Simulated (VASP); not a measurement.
A run of VASP 6.6.1 is set up as follows.

The input INCAR:

```
PREC = Accurate
ENCUT = 600
EDIFF = 1E-6
ISMEAR = 0
SIGMA = 0.05
LREAL = False
LASPH = True
NELM = 120
ALGO = Normal
ISIF = 2
LWAVE = False
LCHARG = True
GGA = RE
LELF = True
LVHAR = True
NBANDS = 11
GGA_COMPAT = False
```

KPOINTS

```
Automatic mesh
0
Gamma
  8 8 8
```

The input POSCAR:

```
BeS
1.0
    0.0000000000      2.4706552060      2.4706552060
    2.4706552060      0.0000000000      2.4706552060
    2.4706552060      2.4706552060      0.0000000000
Be S
1 1
Direct
    0.0000000000      0.0000000000      0.0000000000
    0.7500000000      0.7500000000      0.7500000000
```

Potentials or basis: VASP PAW PBE potentials, release 64 (Be, S).

The run is started by

```console
$ cat potpaw_PBE.64/Be/POTCAR potpaw_PBE.64/S/POTCAR > POTCAR
$ mpirun -np 1 vasp_std > vasp.out
```

Q: Estimate the band gap on the k mesh.

A: 3.31 eV, indirect (least direct gap 5.53 eV).

Q: What does it give for the pressure?

A: -1.7 GPa.

Caveat: the PAW data sets were made with another functional, which shifts forces and pressure a little. A k mesh can miss the band edges.
